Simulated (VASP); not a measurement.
Write the native input for VASP 6.6.1 that does the following.

- Task: single point
- Functional: r2SCAN
- Potentials or basis: VASP PAW PBE potentials, release 64 (Al, Ga_d, N)
- Cutoff: 520 eV
- k mesh: 5 × 5 × 3
- Occupations: gaussian, width 0.05 eV
- Spin: no spin polarisation
- Dipole correction: no
- Further INCAR settings: LREAL = Auto; ALGO = Normal; EDIFF = 1e-07; NBANDS = 76

The system is AlGa3N4.

```
CELL_PARAMETERS angstrom
0.00000 -4.46534 0.00000
0.00000 0.00000 -4.46534
11.93069 0.00000 0.00000
ATOMIC_POSITIONS crystal
Al 0.00000 0.00000 0.60921
Al 0.00000 0.00000 0.23493
Ga 0.50000 0.00000 0.04779
Ga 0.50000 0.00000 0.42207
Ga 0.00000 0.50000 0.04779
Ga 0.00000 0.50000 0.42207
Ga 0.50000 0.50000 0.60921
Ga 0.50000 0.50000 0.23493
N 0.24465 0.75535 0.14337
N 0.24465 0.75535 0.51764
N 0.75535 0.24465 0.14337
N 0.75535 0.24465 0.51764
N 0.24465 0.24465 0.70077
N 0.24465 0.24465 0.32650
N 0.75535 0.75535 0.70077
N 0.75535 0.75535 0.32650
```

One way to write it, as run:

POSCAR

```
AlGa3N4
1.0
    0.0000000000     -4.4653444451      0.0000000000
    0.0000000000      0.0000000000     -4.4653444451
   11.9306888901      0.0000000000      0.0000000000
Al Ga N
2 6 8
Direct
    0.0000000000      0.0000000000      0.6092054885
    0.0000000000      0.0000000000      0.2349316736
    0.5000000000      0.0000000000      0.0477947662
    0.5000000000      0.0000000000      0.4220685810
    0.0000000000      0.5000000000      0.0477947662
    0.0000000000      0.5000000000      0.4220685810
    0.5000000000      0.5000000000      0.6092054885
    0.5000000000      0.5000000000      0.2349316736
    0.2446489449      0.7553510551      0.1433659796
    0.2446489449      0.7553510551      0.5176397945
    0.7553510551      0.2446489449      0.1433659796
    0.7553510551      0.2446489449      0.5176397945
    0.2446489449      0.2446489449      0.7007711824
    0.2446489449      0.2446489449      0.3264973676
    0.7553510551      0.7553510551      0.7007711824
    0.7553510551      0.7553510551      0.3264973676
```

INCAR.step1

```
SYSTEM = AlGa3N4
ALGO = Normal ; EDIFF = 1E-4
ENCUT = 520 ; GGA = PE
ISMEAR = 0 ; LASPH = .TRUE.
LCHARG = .FALSE. ; LREAL = Auto
LWAVE = .TRUE. ; NBANDS = 76
NELM = 80 ; PREC = Accurate
SIGMA = 0.05
```

INCAR.step2

```
SYSTEM = AlGa3N4
ALGO = Normal ; EDIFF = 1E-7
ENCUT = 520 ; ISIF = 2
ISMEAR = 0 ; ISTART = 1
LASPH = .TRUE. ; LCHARG = .FALSE.
LMIXTAU = .TRUE. ; LREAL = Auto
LWAVE = .FALSE. ; METAGGA = R2SCAN
NBANDS = 76 ; NELM = 80
PREC = Accurate ; SIGMA = 0.05
```

KPOINTS

```
k-points
0
G
  5 5 3
  0 0 0
```

Potentials or basis: VASP PAW PBE potentials, release 64 (Al, Ga_d, N).

Launch:

```sh
$ cat potpaw_PBE.64/Al/POTCAR potpaw_PBE.64/Ga_d/POTCAR potpaw_PBE.64/N/POTCAR > POTCAR
$ cp INCAR.step1 INCAR
$ mpirun -np 1 vasp_std > vasp.out
$ cp INCAR.step2 INCAR
$ mpirun -np 1 vasp_std > vasp.out
```

Results of the run:

```yaml
Pressure: -0.9 GPa
Largest_force: 2.167 eV/Å
Band_gap_on_the_k_mesh: 0.04 eV, direct
```

Caveat: the PAW data sets were made with another functional, which shifts forces and pressure a little.

Run time: 23 min on 1 thread of AMD EPYC 9R45 96-Core Processor (Zen 5) (shared host), peak memory 0.45 GiB.
